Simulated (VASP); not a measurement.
# SiC (SiC (F-43m)) (F-43m) in VASP: single point with r2SCAN

Aim: the single point of SiC (SiC (F-43m)) with r2SCAN.

Everything below comes from runs of VASP 6.6.1. Logs are shortened: lines on timing, memory, paths and dates and some standing lists are left out, and cuts for length are marked.

## (1) The cell of the first run

Symmetry: F-43m, No. 216, cubic system. The conventional cell has a = 4.380 Å, b = 4.380 Å, c = 4.380 Å, α = 90.00°, β = 90.00°, γ = 90.00°. Within 2.5 Å of Si (site symmetry -43m) lie 4 C at 1.90 Å. Within 2.5 Å of C (site symmetry -43m) lie 4 Si at 1.90 Å.

## (2) Single point, r2SCAN

The input, POSCAR:

```
SiC
1.0
    0.0000000000      2.1898525000      2.1898525000
    2.1898525000      0.0000000000      2.1898525000
    2.1898525000      2.1898525000      0.0000000000
Si C
1 1
Direct
    0.7500000000      0.7500000000      0.7500000000
    0.0000000000      0.0000000000      0.0000000000
```

The input, INCAR.step1:

```
PREC = Accurate ; ENCUT = 660
ISMEAR = -1 ; SIGMA = 0.01
LREAL = False ; LASPH = True
NELM = 120 ; ISYM = 0
NBANDS = 11 ; GGA = PE
ALGO = Normal ; EDIFF = 1E-5
LWAVE = True ; LCHARG = False
GGA_COMPAT = False
```

The input, INCAR.step2:

```
PREC = Accurate ; ENCUT = 660
EDIFF = 1E-6 ; ISMEAR = -1
SIGMA = 0.01 ; LREAL = False
LASPH = True ; NELM = 120
ALGO = Normal ; ISIF = 2
LWAVE = False ; LCHARG = True
METAGGA = R2SCAN ; LMIXTAU = True
LELF = True ; LVHAR = True
ISYM = 0 ; NBANDS = 11
ISTART = 1 ; GGA_COMPAT = False
```

The input, KPOINTS:

```
Automatic mesh
0
Gamma
  6 6 6
  0.5 0.5 0.5
```

Potentials or basis: VASP PAW PBE potentials, release 64 (Si, C).

Launch:

```bash
$ cat potpaw_PBE.64/Si/POTCAR potpaw_PBE.64/C/POTCAR > POTCAR
$ cp INCAR.step1 INCAR
$ mpirun -np 1 vasp_std > vasp.out
$ cp INCAR.step2 INCAR
$ mpirun -np 1 vasp_std > vasp.out
```

OUTCAR:

```text
PREC = Accurate
   ENCUT = 660
   EDIFF = 1E-6
   ISMEAR = -1
   LREAL = False
   LASPH = True
   NELM = 120
   ISIF = 2
   METAGGA = R2SCAN
   ISYM = 0
   ISTART = 1

 ion  position               nearest neighbor table
   1  0.750  0.750  0.750-   2 1.90   2 1.90   2 1.90   2 1.90
   2  0.000  0.000  0.000-   1 1.90   1 1.90   1 1.90   1 1.90

IMPORTANT INFORMATION: All symmetrisations will be switched off!
NOSYMM: (Re-)initialisation of all symmetry stuff for point group C_1.

----------------------------------------------------------------------------------------

                                     Primitive cell

  volume of cell :      21.0027

  direct lattice vectors                    reciprocal lattice vectors
     0.000000000  2.189852500  2.189852500    -0.228325880  0.228325880  0.228325880
     2.189852500  0.000000000  2.189852500     0.228325880 -0.228325880  0.228325880
     2.189852500  2.189852500  0.000000000     0.228325880  0.228325880 -0.228325880

  length of vectors
     3.096919105  3.096919105  3.096919105     0.395472026  0.395472026  0.395472026

  position of ions in fractional coordinates (direct lattice)
     0.750000000  0.750000000  0.750000000
     0.000000000  0.000000000  0.000000000

  ion indices of the primitive-cell ions
   primitive index   ion index
                 1           1
                 2           2

----------------------------------------------------------------------------------------

 KPOINTS: Automatic mesh

Automatic generation of k-mesh.
 Grid dimensions read from file:
 generate k-points for:    6    6    6

 Generating k-lattice:

  Cartesian coordinates                     Fractional coordinates (reciprocal lattice)
    -0.038054313  0.038054313  0.038054313     0.166666667  0.000000000  0.000000000
     0.038054313 -0.038054313  0.038054313     0.000000000  0.166666667  0.000000000
     0.038054313  0.038054313 -0.038054313     0.000000000  0.000000000  0.166666667

  Length of vectors
     0.065912004  0.065912004  0.065912004

  Shift w.r.t. Gamma in fractional coordinates (k-lattice)
     0.500000000  0.500000000  0.500000000

 Subroutine IBZKPT returns following result:
 ===========================================

 Found    432 irreducible k-points:

 Following reciprocal coordinates:
            Coordinates               Weight
  0.083333  0.083333  0.083333      2.000000
  0.083333  0.000000  0.000000      2.000000
  0.000000  0.000000 -0.083333      2.000000
  0.000000  0.083333  0.000000      2.000000
  0.250000  0.083333  0.083333      2.000000
  0.083333  0.250000  0.083333      2.000000
[... 16 lines left out ...]
  0.000000  0.333333 -0.083333      2.000000
  0.333333  0.000000 -0.083333      2.000000
 [... further k-points ...]
   k-points           NKPTS =    432   k-points in BZ     NKDIM =    432   number of bands    NBANDS=     11
   number of dos      NEDOS =    301   number of ions     NIONS =      2
   total plane-waves  NPLWV =  21952
   dimension x,y,z NGX =    28 NGY =   28 NGZ =   28
   dimension x,y,z NGXF=    56 NGYF=   56 NGZF=   56
   ions per type =               1   1
   NGX,Y,Z   is equivalent  to a cutoff of  15.03, 15.03, 15.03 a.u.
   NGXF,Y,Z  is equivalent  to a cutoff of  30.06, 30.06, 30.06 a.u.
 SYSTEM =  unknown system
   PREC   = accura    normal or accurate (medium, high low for compatibility)
   ISTART =      1    job   : 0-new  1-cont  2-samecut
   ICHARG =      0    charge: 1-file 2-atom 10-const
   ISPIN  =      1    spin polarized calculation?
   LNONCOLLINEAR =      F non collinear calculations
   LSORBIT =      F    spin-orbit coupling
   LASPH  =      T    aspherical Exc in radial PAW
   ENCUT  =  660.0 eV  48.51 Ry    6.96 a.u.   6.49  6.49  6.49*2*pi/ulx,y,z
   NELM   =    120;   NELMIN=  2; NELMDL=  0     # of ELM steps
   EDIFF  = 0.1E-05   stopping-criterion for ELM
   LREAL  =      F    real-space projection
   EDIFFG = 0.1E-04   stopping-criterion for IOM
   NSW    =      0    number of steps for IOM
   IBRION =     -1    ionic relax: 0-MD 1-quasi-New 2-CG
   NFREE  =      0    steps in history (QN), initial steepest desc. (CG)
   ISIF   =      2    stress and relaxation
   ISYM   =      0    0-nonsym 1-usesym 2-fastsym
   POTIM  = 0.5000    time-step for ionic-motion
   TEBEG  =    0.0;   TEEND  =   0.0 temperature during run
   PSTRESS=    0.0 pullay stress
   NELECT =       8.0000    total number of electrons
   NUPDOWN=      -1.0000    fix difference up-down
   EMIN   =  10.00;   EMAX   =-10.00  energy-range for DOS
   EFERMI =   0.00;   METHOD = LEGACY
   ISMEAR =    -1;   SIGMA  =   0.01  broadening in eV -4-tet -1-fermi 0-gaus
   EFERMI_NEDOS =   21; number of points for ismear=-14 and -15
   IALGO  =     38    algorithm
   IMIX   =      4    mixing-type and parameters
     AMIX     =   0.40;   BMIX     =  1.00
     AMIX_MAG =   1.60;   BMIX_MAG =  1.00
  volume/ion in A,a.u.               =      10.50        70.87
  Fermi-wavevector in a.u.,A,eV,Ry     =   1.186716  2.242567 19.161000  1.408294
  Thomas-Fermi vector in A             =   2.322882
   LORBIT       =      0    0 simple, 1 ext, 2 COOP (PROOUT), +10 PAW based schemes
   METAGGA = R2SCAN    functional components
   LHFCALC =     F    Hartree Fock is set to
   AEXX    =    0.0000 exact exchange contribution
   IVDW    =     0    specifies the selected vdW correction
   LEPSILON=     F    determine dielectric tensor
   LRPA    =     F    only Hartree local field effects (RPA)
 non-spin polarized calculation
  energy-cutoff  :      660.00
  volume of cell :       21.00
 maximum number of plane-waves:       822
 NGX is ok and might be reduce to    28
   NGX = 13   NGY = 13   NGZ = 13

 number of electron       8.0000000 magnetization

 Free energy of the ion-electron system (eV)
  ---------------------------------------------------
  ext. energy  EPLUGINS =         0.00000000
  ---------------------------------------------------
  free energy    TOTEN  =       -19.32751049 eV

  energy without entropy =      -19.32751049  energy(sigma->0) =      -19.32751049

 E-fermi :   8.0099     XC(G=0): -11.8674

 val. band max:        7.7157434390   @ k =   0.0833   0.0833   0.0833
 cond. band min:      10.0294914901   @ k =  -0.4167  -0.4167   0.0833
 fundamental gap:      2.3137480511
 Fermi energy:         8.0099032122

 k-point     1 :       0.0833    0.0833    0.0833
  band No.  band energies     occupation
      1      -8.1063      2.00000
      2       7.0604      2.00000
      3       7.7157      2.00000
      4       7.7157      2.00000
      5      14.7175      0.00000
      6      15.7388      0.00000
      7      15.7408      0.00000
      8      15.7408      0.00000
      9      22.2120      0.00000
     10      22.2120      0.00000
     11      25.2050      0.00000

 k-point     2 :       0.0833    0.0000    0.0000
  band No.  band energies     occupation
      1      -8.1063      2.00000
      2       7.0604      2.00000
      3       7.7157      2.00000
      4       7.7157      2.00000
      5      14.7175      0.00000
      6      15.7388      0.00000
      7      15.7408      0.00000
      8      15.7408      0.00000
      9      22.2120      0.00000
     10      22.2120      0.00000
     11      25.2049      0.00000

 k-point     3 :       0.0000    0.0000   -0.0833
  band No.  band energies     occupation
      1      -8.1063      2.00000
      2       7.0604      2.00000
      3       7.7157      2.00000
      4       7.7157      2.00000
      5      14.7175      0.00000
      6      15.7388      0.00000
      7      15.7408      0.00000
      8      15.7408      0.00000
      9      22.2120      0.00000
     10      22.2120      0.00000
     11      25.2049      0.00000

 k-point     4 :       0.0000    0.0833    0.0000
  band No.  band energies     occupation
      1      -8.1063      2.00000
      2       7.0604      2.00000
      3       7.7157      2.00000
      4       7.7157      2.00000
      5      14.7175      0.00000
      6      15.7388      0.00000
      7      15.7408      0.00000
      8      15.7408      0.00000
      9      22.2120      0.00000
     10      22.2120      0.00000
     11      25.2049      0.00000

 k-point     5 :       0.2500    0.0833    0.0833
  band No.  band energies     occupation
      1      -7.3772      2.00000
      2       4.6752      2.00000
      3       6.5480      2.00000
      4       7.5888      2.00000
      5      14.9100      0.00000
      6      16.0240      0.00000
      7      16.0525      0.00000
      8      17.2730      0.00000
      9      20.2832      0.00000
     10      22.1831      0.00000
     11      25.3632      0.00000

 k-point     6 :       0.0833    0.2500    0.0833
  band No.  band energies     occupation
      1      -7.3772      2.00000
      2       4.6752      2.00000
      3       6.5480      2.00000
      4       7.5888      2.00000
      5      14.9100      0.00000
      6      16.0240      0.00000
      7      16.0525      0.00000
      8      17.2730      0.00000
      9      20.2832      0.00000
     10      22.1831      0.00000
     11      25.3632      0.00000

 k-point     7 :       0.0833    0.0833    0.2500
  band No.  band energies     occupation
      1      -7.3772      2.00000
      2       4.6752      2.00000
      3       6.5480      2.00000
      4       7.5888      2.00000
      5      14.9100      0.00000
      6      16.0240      0.00000
      7      16.0525      0.00000
      8      17.2730      0.00000
      9      20.2832      0.00000
     10      22.1831      0.00000
     11      25.3632      0.00000

 k-point     8 :       0.0833    0.0000   -0.1667
  band No.  band energies     occupation
      1      -7.3772      2.00000
      2       4.6752      2.00000
      3       6.5480      2.00000
      4       7.5888      2.00000
      5      14.9100      0.00000
      6      16.0240      0.00000
      7      16.0525      0.00000
      8      17.2730      0.00000
      9      20.2832      0.00000
     10      22.1831      0.00000
     11      25.3632      0.00000
[... 141 lines left out ...]
 k-point    19 :       0.0833    0.0833    0.4167
  band No.  band energies     occupation
      1      -5.7105      2.00000
      2       0.9382      2.00000
      3       6.0367      2.00000
      4       6.9565      2.00000
      5      14.2491      0.00000
      6      15.6417      0.00000
      7      15.9292      0.00000
      8      18.8064      0.00000
      9      22.1875      0.00000
     10      23.8340      0.00000
     11      25.5966      0.00000

 k-point    20 :       0.0833    0.0000   -0.3333
  band No.  band energies     occupation
      1      -5.7105      2.00000
      2       0.9381      2.00000
      3       6.0367      2.00000
      4       6.9565      2.00000
      5      14.2491      0.00000
      6      15.6417      0.00000
      7      15.9292      0.00000
      8      18.8064      0.00000
      9      22.1875      0.00000
     10      23.8340      0.00000
     11      25.5966      0.00000

 k-point    21 :       0.4167    0.3333    0.3333
  band No.  band energies     occupation
      1      -5.7105      2.00000
      2       0.9382      2.00000
      3       6.0367      2.00000
      4       6.9565      2.00000
      5      14.2491      0.00000
      6      15.6417      0.00000
      7      15.9292      0.00000
      8      18.8064      0.00000
      9      22.1875      0.00000
     10      23.8340      0.00000
     11      25.5966      0.00000

 k-point    22 :       0.0833   -0.3333    0.0000
  band No.  band energies     occupation
      1      -5.7105      2.00000
      2       0.9381      2.00000
      3       6.0367      2.00000
      4       6.9565      2.00000
      5      14.2491      0.00000
      6      15.6417      0.00000
      7      15.9292      0.00000
      8      18.8064      0.00000
      9      22.1875      0.00000
     10      23.8340      0.00000
     11      25.5966      0.00000

 k-point    23 :       0.0000    0.3333   -0.0833
  band No.  band energies     occupation
      1      -5.7105      2.00000
      2       0.9381      2.00000
      3       6.0367      2.00000
      4       6.9565      2.00000
      5      14.2491      0.00000
      6      15.6417      0.00000
      7      15.9292      0.00000
      8      18.8064      0.00000
      9      22.1875      0.00000
     10      23.8340      0.00000
     11      25.5966      0.00000

 k-point    24 :       0.3333    0.0000   -0.0833
  band No.  band energies     occupation
      1      -5.7105      2.00000
      2       0.9381      2.00000
      3       6.0367      2.00000
      4       6.9565      2.00000
      5      14.2491      0.00000
      6      15.6417      0.00000
      7      15.9292      0.00000
      8      18.8064      0.00000
      9      22.1875      0.00000
     10      23.8340      0.00000
     11      25.5966      0.00000

 [... further k-points ...]
[... 5 lines left out ...]
  --------------------------------------------------------------------------------------
  -------------------------------------------------------------------------------------
  Total       -0.5124649     -0.5124649     -0.5124649     -0.0000041     -0.0000041     -0.0000041
  in kB      -39.0930999    -39.0931001    -39.0931007     -0.0003110     -0.0003124     -0.0003126
  external PRESSURE =     -39.0931002 kB  Pullay stress =       0.0000000 kB

 VOLUME and BASIS-vectors are now :
 -----------------------------------------------------------------------------
  energy-cutoff  :      660.00
  volume of cell :       21.00
      direct lattice vectors                 reciprocal lattice vectors
     0.000000000  2.189852500  2.189852500    -0.228325880  0.228325880  0.228325880
     2.189852500  0.000000000  2.189852500     0.228325880 -0.228325880  0.228325880
     2.189852500  2.189852500  0.000000000     0.228325880  0.228325880 -0.228325880

 POSITION                                       TOTAL-FORCE (eV/Angst)
 -----------------------------------------------------------------------------------
      3.28478      3.28478      3.28478        -0.000001     -0.000001     -0.000001
      0.00000      0.00000      0.00000         0.000001      0.000001      0.000001
 -----------------------------------------------------------------------------------
    total drift:                               -0.000005     -0.000005     -0.000005

  FREE ENERGIE OF THE ION-ELECTRON SYSTEM (eV)
  ---------------------------------------------------
  free  energy   TOTEN  =       -19.3275104853 eV

  energy  without entropy=      -19.3275104853  energy(sigma->0) =      -19.32751049
```

Wall time 5.8 min (1 thread of Intel Xeon 6975P-C, shared host); peak memory 0.26 GiB.

What came out:

| Property | Result |
| --- | --- |
| Free energy | -19.3275 eV |
| Pressure | -3.9 GPa |
| Band gap on the k mesh | 2.31 eV, indirect (least direct gap 5.41 eV) |

Caveat: the PAW data sets were made with another functional, which shifts forces and pressure a little. r2SCAN opens gaps a little over a GGA but as a rule still falls short of measured ones.
